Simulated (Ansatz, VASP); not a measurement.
Au in VASP and in Ansatz

INCAR

```
SYSTEM = Au
PREC = Accurate
ENCUT = 600
EDIFF = 1E-7
ISMEAR = -1
SIGMA = 0.1
LREAL = .False.
LASPH = .True.
NELM = 100
ALGO = Normal
ISIF = 3
LWAVE = .False.
LCHARG = .False.
GGA = CA
IBRION = 2
NSW = 80
EDIFFG = -0.01
```

The input KPOINTS:

```
regular mesh
0
Gamma
  13 13 7
  0 0 0
```

Contents of POSCAR:

```
Au
1.0
    2.8837471341      0.0000000000      0.0000000000
   -1.4418735670      2.4973982762      0.0000000000
    0.0000000000      0.0000000000      4.7091590700
Au
2
Direct
    0.3333333333      0.6666666667      0.2500000000
    0.6666666667      0.3333333333      0.7500000000
```

Input for Ansatz:

```yaml
crystal:
  lattice:
    - [2.8837471341, 0.0, 0.0]
    - [-1.441873567, 2.4973982762, 0.0]
    - [0.0, 0.0, 4.70915907]
  atoms:
    - { symbol: Au, position: [0.3333333333, 0.6666666667, 0.25] }
    - { symbol: Au, position: [0.6666666667, 0.3333333333, 0.75] }
hamiltonian:
  xc: lda
  pseudopotentials:
    kind: paw
    azcp:
      Au: "pseudopotentials/Au.paw.azcp"
basis:
  ecutwfc: 420
  fft_grid_basis: typed
kpoints:
  mp_grid: { grid: [13, 13, 7], shift: [0, 0, 0] }
magnetization:
  spin_polarized: false
scf:
  occupations: { method: fermi_dirac, width: 0.1 }
relax:
  max_steps: 60
  f_tol: 0.01
  cell: {}
```

Alike in both runs: task relaxation of cell and atoms; functional LDA; k mesh 13 × 13 × 7; occupations fermi-dirac, width 0.1 eV; no spin polarisation.

```csv
,VASP,Ansatz
version,VASP 6.6.1,Ansatz 0.2.0
potentials or method,"VASP PAW LDA potentials, release 64 (Au), cutoff 600 eV","plane waves (420 eV) with PAW, scalar-relativistic"
valence electrons in the cell,22,38
```

|  | VASP | Ansatz | Ansatz less VASP |
| --- | --- | --- | --- |
| relaxed volume (Å³/atom) | 16.62 | 16.58 | -0.041 |
| relaxed cell length with the largest relative difference (Å) | 2.843 | 2.840 | -0.0031 |

Ansatz warns that its potentials were made for another functional, while VASP's fit it. LDA's correlation is that of Perdew and Zunger in VASP and of Perdew and Wang (1992) in Ansatz. VASP's potentials hold 22 valence electrons a cell and Ansatz's 38, so a difference there can come from the potentials and not from the codes.

Spin-orbit coupling is off throughout.
